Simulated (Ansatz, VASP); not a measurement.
**Pt in VASP and in Ansatz**

The input INCAR:

```
SYSTEM = Pt
PREC     = Accurate       ! precision mode
ENCUT    = 500            ! plane-wave cutoff, eV
EDIFF    = 1E-7           ! SCF threshold, eV
ISMEAR   = 0              ! smearing method
SIGMA    = 0.1            ! smearing width, eV
LREAL    = .FALSE.        ! projectors in reciprocal space
LASPH    = .TRUE.         ! aspherical terms in the spheres
NELM     = 120            ! most SCF steps
ALGO     = Normal         ! electronic algorithm
ISIF     = 3              ! what is computed and relaxed
LWAVE    = .FALSE.        ! write WAVECAR
LCHARG   = .FALSE.        ! write CHGCAR
IBRION   = 2              ! ionic algorithm
NSW      = 80             ! ionic steps
EDIFFG   = -0.003         ! ionic threshold
GGA_COMPAT= .FALSE.      
NELMIN   = 4
```

File KPOINTS:

```
regular mesh
0
G
  12 12 12
  0 0 0
```

Contents of POSCAR:

```
Pt
1.0
    0.0000000000      1.9750000000      1.9750000000
    1.9750000000      0.0000000000      1.9750000000
    1.9750000000      1.9750000000      0.0000000000
Pt
1
Direct
    0.0000000000      0.0000000000      0.0000000000
```

Input for Ansatz:

```yaml
crystal:
  lattice:
    - [0.0, 1.975, 1.975]
    - [1.975, 0.0, 1.975]
    - [1.975, 1.975, 0.0]
  atoms:
    - { symbol: Pt, position: [0.0, 0.0, 0.0] }
scf:
  occupations: { method: gaussian, width: 0.1 }
output:
  forces: true
  stress: true
  eigenvalues: true
  write_density: true
  write_potential: true
  elf: true
  volumetric_format: npy
hamiltonian:
  xc: lda
kpoints:
  mp_grid: { grid: [12, 12, 12] }
relax:
  f_tol: 0.003
  cell: { stress_tol: 0.05 }
```

Alike in both runs: task relaxation of cell and atoms; functional LDA; k mesh 12 × 12 × 12; occupations gaussian, width 0.1 eV; no spin polarisation.

|  | VASP | Ansatz |
| --- | --- | --- |
| version | VASP 6.6.1 | Ansatz 0.2.0 |
| potentials or method | VASP PAW LDA potentials, release 64 (Pt) | scalar-relativistic, plane waves, PAW |
| plane-wave cutoff (eV) | 500 | 420 |
| valence electrons in the cell | 10 | 18 |

|  | VASP | Ansatz | Ansatz less VASP |
| --- | --- | --- | --- |
| gap on the k mesh at the Fermi level, each at its own relaxed structure (eV) | none | none | - |
| relaxed volume (Å³/atom) | 14.80 | 14.77 | -0.036 |
| relaxed cell length with the largest relative difference (Å) | 2.756 | 2.754 | -0.0022 |

LDA's correlation is that of Perdew and Zunger in VASP and of Perdew and Wang (1992) in Ansatz. A gap of «none» marks a metal or a gap that the smearing closes. VASP's potentials hold 10 valence electrons a cell and Ansatz's 18, so a difference there can come from the potentials and not from the codes.

Spin-orbit coupling is off throughout.
